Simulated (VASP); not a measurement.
Here is a VASP 6.6.1 calculation.

INCAR

```
  PREC = Accurate
  ENCUT = 520
  EDIFF = 1E-6
  ISMEAR = 0
  SIGMA = 0.01
  LREAL = False
  LASPH = True
  NELM = 100
  ALGO = Normal
  ISIF = 2
  LWAVE = False
  LCHARG = True
  GGA = PS
  LELF = True
  LVHAR = True
  NBANDS = 15
```

File KPOINTS:

```
Automatic mesh
0
Gamma
  6 6 6
```

Contents of POSCAR:

```
KI
1.0
    3.0380567707      3.0380567707      0.0000000000
   -3.0380567707      3.0380567707      0.0000000000
    0.0000000000      3.0380567707      3.0380567707
K I
1 1
Direct
    0.0000000000      0.0000000000      0.0000000000
    0.5000000000      0.5000000000      0.0000000000
```

Potentials or basis: VASP PAW PBE potentials, release 64 (K_sv, I).

Run with:

```sh
$ cat potpaw_PBE.64/K_sv/POTCAR potpaw_PBE.64/I/POTCAR > POTCAR
$ mpirun -np 1 vasp_std > vasp.out
```

Estimate the band gap on the k mesh.

3.46 eV, indirect (least direct gap 4.12 eV).

Estimate the pressure.

15.2 GPa.

Caveat: the PAW data sets were made with another functional, which shifts forces and pressure a little; spin-orbit coupling is left out, which moves the levels of the heavy elements. A k mesh can miss the band edges.
